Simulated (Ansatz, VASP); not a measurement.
## W in VASP and in Ansatz

The input INCAR:

```
SYSTEM = W
PREC = Accurate ; ENCUT = 500
EDIFF = 1E-6 ; ISMEAR = 0
SIGMA = 0.15 ; LREAL = .False.
LASPH = .True. ; NELM = 120
ALGO = Normal ; ISIF = 2
LWAVE = .False. ; LCHARG = .False.
GGA = PS ; NBANDS = 13
GGA_COMPAT = .False.
```

File KPOINTS:

```
Automatic mesh
0
Gamma
  20 20 20
  0 0 0
```

File POSCAR:

```
W
1.0
   -0.0999563461      1.9991269217      1.6992578834
    1.8991705756      0.0000000000      1.5993015374
    1.9991269217      1.9991269217     -0.0999563461
W
1
Direct
    0.0000000000      0.0000000000      0.0000000000
```

Input for Ansatz:

```yaml
crystal:
  lattice:
    - [-0.0999563461, 1.9991269217, 1.6992578834]
    - [1.8991705756, 0.0, 1.5993015374]
    - [1.9991269217, 1.9991269217, -0.0999563461]
  atoms:
    - { symbol: W, position: [0.0, 0.0, 0.0] }
basis:
  ecutwfc: 420
kpoints:
  mp_grid: { grid: [20, 20, 20] }
hamiltonian:
  xc: pbesol
  pseudopotentials: { kind: paw, azcp: { folder: soft_1 } }
scf:
  occupations: { method: gaussian, width: 0.15 }
output:
  forces: true
  stress: true
  eigenvalues: true
```

Change from the starting cell: engineering shear strain xz -0.1000, normal strain along z -0.1500.

Alike in both runs: task single point; functional PBEsol; k mesh 20 × 20 × 20; occupations gaussian, width 0.15 eV; no spin polarisation.

```csv
,VASP,Ansatz
version,VASP 6.6.1,Ansatz 0.2.0
potentials or method,"VASP PAW PBE potentials, release 64 (W_sv), cutoff 500 eV","scalar-relativistic, plane waves, PAW"
valence electrons in the cell,14,14
```

|  | VASP | Ansatz | Ansatz less VASP |
| --- | --- | --- | --- |
| gap on the k mesh at the Fermi level (eV) | none | none | - |
| pressure (GPa) | 72.8 | 71.0 | -1.82 |
| traceless stress, the component that is largest in VASP (GPa) | -21.73 | -21.70 | +0.035 |

VASP's potentials were made for PBE, not for PBEsol, and Ansatz warns of the same on its side. A gap of «none» marks a metal or a gap that the smearing closes. Both programs put the cell under a high pressure, so it lies far from rest at this level. With one functional, cell and mesh, what is left measures potentials, basis and numerics.

Neither program's run includes spin-orbit coupling. Noted on VASP's run: the cell as given lies far from equilibrium.
